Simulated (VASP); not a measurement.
# CeO2 (Fm-3m) in VASP: density of states with PBE+U

Aim: the density of states of CeO2 with PBE+U.

Everything below comes from runs of VASP 6.6.1. Logs are shortened: lines on timing, memory, paths and dates and some standing lists are left out, and cuts for length are marked.

## 1. The cell of the first run

Symmetry: Fm-3m, No. 225, cubic system. Conventional cell: a = 5.407 Å, b = 5.407 Å, c = 5.407 Å, α = 90.00°, β = 90.00°, γ = 90.00°. Ce (site symmetry m-3m) has 8 O at 2.34 Å within 3.1 Å. O (site symmetry -43m) has 4 Ce at 2.34 Å and 6 O at 2.70 Å within 3.1 Å.

## 2. Density of states, PBE+U, collinear spin, ferromagnetic start

File POSCAR:

```
CeO2
1.0
    0.0000000000      2.7036500000      2.7036500000
    2.7036500000      0.0000000000      2.7036500000
    2.7036500000      2.7036500000      0.0000000000
Ce O
1 2
Direct
    0.0000000000      0.0000000000      0.0000000000
    0.2500000000      0.2500000000      0.2500000000
    0.7500000000      0.7500000000      0.7500000000
```

File INCAR.step1:

```
SYSTEM = CeO2
  ALGO = Normal
  EDIFF = 1E-7
  ENCUT = 520
  GGA = PE
  ISIF = 2
  ISMEAR = -1
  ISPIN = 2
  LASPH = .True.
  LCHARG = .True.
  LDAU = .True.
  LDAUJ = 0 0
  LDAUL = 3 -1
  LDAUPRINT = 1
  LDAUTYPE = 2
  LDAUU = 4 0
  LMAXMIX = 6
  LREAL = .False.
  LWAVE = .False.
  MAGMOM = 1.3 0 0
  NBANDS = 23
  NELM = 150
  PREC = Accurate
  SIGMA = 0.01
```

File KPOINTS.step1:

```
k-points
0
Gamma
  7 7 7
  0 0 0
```

File INCAR.step2:

```
SYSTEM = CeO2
  ALGO = Normal
  EDIFF = 1E-7
  ENCUT = 520
  GGA = PE
  ICHARG = 11
  ISIF = 2
  ISMEAR = -5
  ISPIN = 2
  LASPH = .True.
  LCHARG = .False.
  LDAU = .True.
  LDAUJ = 0 0
  LDAUL = 3 -1
  LDAUPRINT = 1
  LDAUTYPE = 2
  LDAUU = 4 0
  LMAXMIX = 6
  LORBIT = 11
  LREAL = .False.
  LWAVE = .False.
  MAGMOM = 1.3 0 0
  NEDOS = 2001
  NELM = 150
  PREC = Accurate
  SIGMA = 0.01
```

File KPOINTS.step2:

```
k-points
0
Gamma
  11 11 11
  0 0 0
```

Potentials or basis: VASP PAW PBE potentials, release 64 (Ce, O).

Command:

```sh
> cat potpaw_PBE.64/Ce/POTCAR potpaw_PBE.64/O/POTCAR > POTCAR
> cp INCAR.step1 INCAR
> cp KPOINTS.step1 KPOINTS
> mpirun -np 1 vasp_std > vasp.out
> cp INCAR.step2 INCAR
> cp KPOINTS.step2 KPOINTS
> mpirun -np 1 vasp_std > vasp.out
```

OUTCAR:

```text
SYSTEM = CeO2
   EDIFF = 1E-7
   ENCUT = 520
   GGA = PE
   ICHARG = 11
   ISIF = 2
   ISMEAR = -5
   ISPIN = 2
   LASPH = .True.
   LORBIT = 11
   LREAL = .False.
   NELM = 150
   PREC = Accurate

 ion  position               nearest neighbor table
   1  0.000  0.000  0.000-   3 2.34   3 2.34   3 2.34   2 2.34   3 2.34   2 2.34   2 2.34   2 2.34

   2  0.250  0.250  0.250-   1 2.34   1 2.34   1 2.34   1 2.34
   3  0.750  0.750  0.750-   1 2.34   1 2.34   1 2.34   1 2.34

  LATTYP: Found a face centered cubic cell.
 ALAT       =     5.4073000000

  Lattice vectors:

 A1 = (   0.0000000000,   2.7036500000,   2.7036500000)
 A2 = (   2.7036500000,   0.0000000000,   2.7036500000)
 A3 = (   2.7036500000,   2.7036500000,   0.0000000000)

Analysis of symmetry for initial positions (statically):
=====================================================================
 Subroutine PRICEL returns:
 Original cell was already a primitive cell.

 Routine SETGRP: Setting up the symmetry group for a
 face centered cubic supercell.

 Subroutine GETGRP returns: Found 48 space group operations
 (whereof 48 operations were pure point group operations)
 out of a pool of 48 trial point group operations.

The static configuration has the point symmetry O_h .

Analysis of symmetry for dynamics (positions and initial velocities):
=====================================================================
 Subroutine PRICEL returns:
 Original cell was already a primitive cell.

 Routine SETGRP: Setting up the symmetry group for a
 face centered cubic supercell.

 Subroutine GETGRP returns: Found 48 space group operations
 (whereof 48 operations were pure point group operations)
 out of a pool of 48 trial point group operations.

The dynamic configuration has the point symmetry O_h .

Analysis of structural, dynamic, and magnetic symmetry:
=====================================================================
 Subroutine PRICEL returns:
 Original cell was already a primitive cell.

 Routine SETGRP: Setting up the symmetry group for a
 face centered cubic supercell.

 Subroutine GETGRP returns: Found 48 space group operations
 (whereof 48 operations were pure point group operations)
 out of a pool of 48 trial point group operations.

The overall configuration has the point symmetry O_h .

 Subroutine INISYM returns: Found 48 space group operations
 (whereof 48 operations are pure point group operations),
 and found     1 'primitive' translations

----------------------------------------------------------------------------------------

                                     Primitive cell

  volume of cell :      39.5259

  direct lattice vectors                    reciprocal lattice vectors
     0.000000000  2.703650000  2.703650000    -0.184935180  0.184935180  0.184935180
     2.703650000  0.000000000  2.703650000     0.184935180 -0.184935180  0.184935180
     2.703650000  2.703650000  0.000000000     0.184935180  0.184935180 -0.184935180

  length of vectors
     3.823538498  3.823538498  3.823538498     0.320317128  0.320317128  0.320317128

  position of ions in fractional coordinates (direct lattice)
     0.000000000  0.000000000  0.000000000
     0.250000000  0.250000000  0.250000000
[... 118 lines left out ...]
  energy-cutoff  :      520.00
  volume of cell :       39.53
 maximum number of plane-waves:      1074

atom =   1  type =  1  l = 3

 onsite density matrix

spin component  1

  0.0436  0.0000  0.0112 -0.0000 -0.0000  0.0000 -0.0000
  0.0000  0.1453  0.0000 -0.0000  0.0000  0.0000 -0.0000
  0.0112  0.0000  0.0378 -0.0000 -0.0000  0.0000 -0.0000
 -0.0000 -0.0000 -0.0000  0.0522  0.0000  0.0000 -0.0000
 -0.0000  0.0000 -0.0000  0.0000  0.0378 -0.0000 -0.0112
  0.0000  0.0000  0.0000  0.0000 -0.0000  0.0292  0.0000
 -0.0000 -0.0000 -0.0000 -0.0000 -0.0112  0.0000  0.0436

spin component  2

  0.0436  0.0000  0.0112 -0.0000 -0.0000  0.0000 -0.0000
  0.0000  0.1453  0.0000 -0.0000  0.0000  0.0000 -0.0000
  0.0112  0.0000  0.0378 -0.0000 -0.0000  0.0000 -0.0000
 -0.0000 -0.0000 -0.0000  0.0522  0.0000  0.0000 -0.0000
 -0.0000  0.0000 -0.0000  0.0000  0.0378 -0.0000 -0.0112
  0.0000  0.0000  0.0000  0.0000 -0.0000  0.0292  0.0000
 -0.0000 -0.0000 -0.0000 -0.0000 -0.0112  0.0000  0.0436

 occupancies and eigenvectors

  o =  0.0292  v =  0.0000  0.0000  0.0000  0.0000  0.0000  0.0000  0.0000  0.0044  0.0000 -0.0056  0.0000  0.7905  0.0000  0.6124      0.0000  0.0000  0.0000  0.0000  0.0000  0.0000  0.0000  0.0000  0.0000  0.0000  0.0000  0.0000  0.0000  0.0000
  o =  0.0292  v =  0.0000  0.0000  0.0000  0.0000  0.0000  0.0000  0.0000  0.6124 -0.0000 -0.7905  0.0000 -0.0056 -0.0000 -0.0044      0.0000  0.0000  0.0000  0.0000  0.0000  0.0000  0.0000  0.0000  0.0000  0.0000  0.0000  0.0000  0.0000  0.0000
  o =  0.0292  v =  0.0000  0.0000  0.0000  0.0000  0.0000  0.0000  0.0000 -0.0000  0.0000  0.0000  0.0000  0.0000 -1.0000  0.0000      0.0000  0.0000  0.0000  0.0000  0.0000  0.0000  0.0000  0.0000  0.0000  0.0000  0.0000  0.0000  0.0000  0.0000
  o =  0.0292  v =  0.0044  0.0000 -0.0057  0.0000  0.7905 -0.0000  0.6124  0.0000  0.0000  0.0000  0.0000  0.0000  0.0000  0.0000      0.0000  0.0000  0.0000  0.0000  0.0000  0.0000  0.0000  0.0000  0.0000  0.0000  0.0000  0.0000  0.0000  0.0000
  o =  0.0292  v =  0.6124 -0.0000 -0.7905  0.0000 -0.0057 -0.0000 -0.0044  0.0000  0.0000  0.0000  0.0000  0.0000  0.0000  0.0000      0.0000  0.0000  0.0000  0.0000  0.0000  0.0000  0.0000  0.0000  0.0000  0.0000  0.0000  0.0000  0.0000  0.0000
  o =  0.0292  v = -0.0000  0.0000  0.0000  0.0000 -0.0000 -1.0000 -0.0000  0.0000  0.0000  0.0000  0.0000  0.0000  0.0000  0.0000      0.0000  0.0000  0.0000  0.0000  0.0000  0.0000  0.0000  0.0000  0.0000  0.0000  0.0000  0.0000  0.0000  0.0000
  o =  0.0522  v =  0.0000  0.0000  0.0000  0.0000  0.0000  0.0000  0.0000 -0.0000  0.0000 -0.0000 -1.0000 -0.0000 -0.0000  0.0000      0.0000  0.0000  0.0000  0.0000  0.0000  0.0000  0.0000  0.0000  0.0000  0.0000  0.0000  0.0000  0.0000  0.0000
  o =  0.0522  v =  0.0000  0.0000  0.0000  0.0000  0.0000  0.0000  0.0000 -0.0004 -0.0000 -0.0003 -0.0000  0.6124 -0.0000 -0.7906      0.0000  0.0000  0.0000  0.0000  0.0000  0.0000  0.0000  0.0000  0.0000  0.0000  0.0000  0.0000  0.0000  0.0000
  o =  0.0522  v =  0.0000  0.0000  0.0000  0.0000  0.0000  0.0000  0.0000  0.7906 -0.0000  0.6124 -0.0000  0.0003  0.0000 -0.0004      0.0000  0.0000  0.0000  0.0000  0.0000  0.0000  0.0000  0.0000  0.0000  0.0000  0.0000  0.0000  0.0000  0.0000
  o =  0.0522  v = -0.0000  0.0000 -0.0000 -1.0000 -0.0000 -0.0000  0.0000  0.0000  0.0000  0.0000  0.0000  0.0000  0.0000  0.0000      0.0000  0.0000  0.0000  0.0000  0.0000  0.0000  0.0000  0.0000  0.0000  0.0000  0.0000  0.0000  0.0000  0.0000
  o =  0.0522  v = -0.0005 -0.0000 -0.0004 -0.0000  0.6124  0.0000 -0.7906  0.0000  0.0000  0.0000  0.0000  0.0000  0.0000  0.0000      0.0000  0.0000  0.0000  0.0000  0.0000  0.0000  0.0000  0.0000  0.0000  0.0000  0.0000  0.0000  0.0000  0.0000
  o =  0.0522  v =  0.7906 -0.0000  0.6124 -0.0000  0.0004  0.0000 -0.0005  0.0000  0.0000  0.0000  0.0000  0.0000  0.0000  0.0000      0.0000  0.0000  0.0000  0.0000  0.0000  0.0000  0.0000  0.0000  0.0000  0.0000  0.0000  0.0000  0.0000  0.0000
  o =  0.1453  v =  0.0000  0.0000  0.0000  0.0000  0.0000  0.0000  0.0000  0.0000  1.0000  0.0000 -0.0000  0.0000  0.0000 -0.0000      0.0000  0.0000  0.0000  0.0000  0.0000  0.0000  0.0000  0.0000  0.0000  0.0000  0.0000  0.0000  0.0000  0.0000
  o =  0.1453  v =  0.0000  1.0000  0.0000  0.0000 -0.0000  0.0000 -0.0000  0.0000  0.0000  0.0000  0.0000  0.0000  0.0000  0.0000      0.0000  0.0000  0.0000  0.0000  0.0000  0.0000  0.0000  0.0000  0.0000  0.0000  0.0000  0.0000  0.0000  0.0000

 number of electron      23.9999995 magnetization      -0.0000009

 Free energy of the ion-electron system (eV)
  ---------------------------------------------------
  ext. energy  EPLUGINS =         0.00000000
  ---------------------------------------------------
  free energy    TOTEN  =       -24.60275739 eV

  energy without entropy =      -24.60275739  energy(sigma->0) =      -24.60275739

 E-fermi :   5.6439     XC(G=0): -11.3584

 val. band max:        5.6278854756   @ k =  -0.2727   0.2727   0.0000
 cond. band min:       7.9725744333   @ k =  -0.4545   0.0909   0.0000
 fundamental gap:      2.3446889576
 Fermi energy:         5.6438970070

 spin component 1

 k-point     1 :       0.0000    0.0000    0.0000
  band No.  band energies     occupation
      1     -27.6365      1.00000
      2     -10.8011      1.00000
      3      -9.7467      1.00000
      4      -9.6684      1.00000
      5      -9.6684      1.00000
      6      -9.6684      1.00000
[... 943 lines left out ...]
      6      -7.9774      1.00000
[... 9 lines left out ...]
     16       8.4660      0.00000
     17       8.5781      0.00000

 [... further k-points ...]
[... 5 lines left out ...]
  --------------------------------------------------------------------------------------
  -------------------------------------------------------------------------------------
  Total        2.3800460      2.3800460      2.3800460      0.0000000     -0.0000000      0.0000000
  in kB       96.4749411     96.4749411     96.4749411      0.0000000     -0.0000000      0.0000000
  external PRESSURE =      96.4749411 kB  Pullay stress =       0.0000000 kB

 VOLUME and BASIS-vectors are now :
 -----------------------------------------------------------------------------
  energy-cutoff  :      520.00
  volume of cell :       39.53
      direct lattice vectors                 reciprocal lattice vectors
     0.000000000  2.703650000  2.703650000    -0.184935180  0.184935180  0.184935180
     2.703650000  0.000000000  2.703650000     0.184935180 -0.184935180  0.184935180
     2.703650000  2.703650000  0.000000000     0.184935180  0.184935180 -0.184935180

 POSITION                                       TOTAL-FORCE (eV/Angst)
 -----------------------------------------------------------------------------------
      0.00000      0.00000      0.00000        -0.000000      0.000000     -0.000000
      1.35183      1.35183      1.35183         0.000000     -0.000000      0.000000
      4.05548      4.05548      4.05548        -0.000000     -0.000000     -0.000000
 -----------------------------------------------------------------------------------
    total drift:                                0.000000      0.000000      0.000000

  FREE ENERGIE OF THE ION-ELECTRON SYSTEM (eV)
  ---------------------------------------------------
  free  energy   TOTEN  =       -24.6027573927 eV

  energy  without entropy=      -24.6027573927  energy(sigma->0) =      -24.60275739

 total charge

# of ion       s       p       d       f       tot
--------------------------------------------------
    1        2.017   5.823   0.961   0.767   9.568
    2        1.575   3.465   0.000   0.000   5.040
    3        1.575   3.465   0.000   0.000   5.040
--------------------------------------------------
tot          5.167  12.753   0.961   0.767  19.648

 magnetization (x)

# of ion       s       p       d       f       tot
--------------------------------------------------
    1       -0.000  -0.000  -0.000   0.000  -0.000
    2        0.000   0.000   0.000   0.000   0.000
    3        0.000   0.000   0.000   0.000   0.000
--------------------------------------------------
tot         -0.000   0.000  -0.000   0.000  -0.000
```

Wall time 2.2 min (1 thread of AMD EPYC 7R43 (Zen 3), shared host); peak memory 0.19 GiB.

Results:

```
Net moment                                            : 0.00 μB per cell
Valence electrons inside the program's atomic spheres : Ce 9.57; O 5.04
```

Eigenvalues of the final occupation matrices:
```csv
site,spin,trace,eigenvalues
site 1 f,1,0.39,0.03 0.03 0.03 0.05 0.05 0.05 0.15
site 1 f,2,0.39,0.03 0.03 0.03 0.05 0.05 0.05 0.15
```

Caveat: the magnetic or orbital state may not be the lowest; spin-orbit coupling is left out, which moves the levels of the heavy elements. The state reached can hang on the start; a lower one may exist.
